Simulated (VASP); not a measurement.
## NaH: electric field gradients with PBEsol

Crystal: NaH.

```
Na H
1.0
     0.00000    2.41560    2.44000
     2.41560    0.00000    2.44000
     2.41560    2.41560    0.00000
Na H
1 1
Direct
  0.00000 0.00000 0.00000
  0.50000 0.50000 0.50000
```

This cell differs from its parent crystal: equal xx and yy strain of -1 %.

```
Program                : VASP 6.6.1
Task                   : electric field gradients
Functional             : PBEsol
Potentials or basis    : VASP PAW PBE potentials, release 64 (Na_pv, H)
Cutoff                 : 400 eV
k mesh                 : 9 × 9 × 9
Occupations            : fermi-dirac, width 0.03 eV
Spin                   : no spin polarisation
Dipole correction      : no
Further INCAR settings : ALGO = Normal; EDIFF = 1e-08; NBANDS = 11
```

The pressure is -1.3 GPa, the band gap on the k mesh is 3.84 eV (least direct gap 4.58 eV) and the largest electric field gradient by atom is Na +0.9; H -0.1 V/Å².

Stress tensor (GPa, compression positive):
```
-1.15  0.00  0.00
 0.00 -1.15  0.00
 0.00  0.00 -1.46
```

Levels at points of the mesh, in eV from the valence-band top:
```
           k point  band 1  band 2  band 3  band 4  band 5  band 6  band 7  band 8  band 9
(0.00, 0.00, 0.00)  -21.96  -21.96  -21.96   -3.64   10.39   15.35   15.40   15.40   16.30
```

Electric field gradients, principal values (V/Å²):
```tsv
atom	least	middle	greatest (by size)
1 Na	-0.456	-0.460	0.916
2 H	0.049	0.051	-0.100
```

It took 14 s on 1 thread of Intel Xeon 8259CL, with other jobs on the host, peak memory 0.14 GiB.

Caveat: the cell differs from its parent crystal (equal xx and yy strain of -1 %); without QUAD_EFG the Cq values of the log hold for a quadrupole moment of 1 mb, not for the nuclei; the PAW data sets were made with another functional, which shifts forces and pressure a little. A k mesh can miss the band edges.
